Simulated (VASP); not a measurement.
Input of a VASP 6.6.1 run:

INCAR

```
PREC     = Accurate       # precision mode
ENCUT    = 520            # plane-wave cutoff, eV
EDIFF    = 1E-7           # SCF threshold, eV
ISMEAR   = 0              # smearing method
SIGMA    = 0.1            # smearing width, eV
LREAL    = F              # projectors in reciprocal space
LASPH    = T              # aspherical terms in the spheres
NELM     = 80             # most SCF steps
ALGO     = Normal         # electronic algorithm
ISIF     = 2              # what is computed and relaxed
LWAVE    = F              # write WAVECAR
LCHARG   = F              # write CHGCAR
GGA      = PE             # functional
NBANDS   = 20             # bands
```

The input KPOINTS:

```
Automatic mesh
0
Gamma
  6 6 6
```

File POSCAR:

```
PbO2
1.0
    0.0000000000      2.7019920000      2.7019920000
    2.7019920000      0.0000000000      2.7019920000
    2.7019920000      2.7019920000      0.0000000000
Pb O
1 2
Direct
    0.0000000000      0.0000000000      0.0000000000
    0.2500000000      0.2500000000      0.2500000000
    0.7500000000      0.7500000000      0.7500000000
```

Potentials or basis: VASP PAW PBE potentials, release 64 (Pb_d, O).

The run is started by

```sh
$ cat potpaw_PBE.64/Pb_d/POTCAR potpaw_PBE.64/O/POTCAR > POTCAR
$ mpirun -np 1 vasp_std > vasp.out
```

Estimate the band gap on the k mesh.

zero (band 13 reaches 5.63 eV, above the bottom of band 14 at 4.44 eV).

Predict the pressure.

0.2 GPa.

Caveat: spin-orbit coupling is left out, which moves the levels of the heavy elements.
